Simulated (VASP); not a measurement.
A run of VASP 6.6.1 is set up as follows.

The input INCAR:

```
SYSTEM = ZnO
ALGO = Normal
EDIFF = 1E-6
EDIFFG = -0.002
ENCUT = 600
GGA = PE
IBRION = 2
ISIF = 3
ISMEAR = 0
LASPH = .True.
LCHARG = .False.
LREAL = .False.
LWAVE = .False.
NELM = 100
NSW = 100
PREC = Accurate
SIGMA = 0.02
```

Contents of KPOINTS:

```
k-points
0
Gamma
  9 9 6
  0 0 0
```

Contents of POSCAR:

```
ZnO
1.0
    3.2493080000      0.0000000000      0.0000000000
   -1.6246540000      2.8139832727      0.0000000000
    0.0000000000      0.0000000000      5.2057090000
Zn O
2 2
Direct
    0.3333333333      0.6666666667      0.5000000000
    0.6666666667      0.3333333333      0.0000000000
    0.6666666667      0.3333333333      0.3790100000
    0.3333333333      0.6666666667      0.8790100000
```

Potentials or basis: VASP PAW PBE potentials, release 64 (Zn, O).

The run is started by

```console
$ cat potpaw_PBE.64/Zn/POTCAR potpaw_PBE.64/O/POTCAR > POTCAR
$ mpirun -np 1 vasp_std > vasp.out
```

Task: Estimate the relaxed volume.

Result: 12.40 Å³/atom.

Task: Estimate the space group after relaxing (to 0.05 Å).

Result: P6_3mc (No. 186).

Task: Predict the relaxed cell.

Result: a = 3.286 Å, b = 3.286 Å, c = 5.306 Å, α = 90.00°, β = 90.00°, γ = 120.00°.

Final structure:
```
Zn O
1.0
     3.28594    0.00000    0.00000
    -1.64297    2.84570    0.00000
     0.00000    0.00000    5.30569
Zn O
2 2
Direct
  0.33333 0.66667 0.50003
  0.66667 0.33333 0.00003
  0.66667 0.33333 0.37898
  0.33333 0.66667 0.87898
```

PBE usually gives volumes a little too large and moduli too small. Zero-point motion and thermal expansion aren't in these numbers.
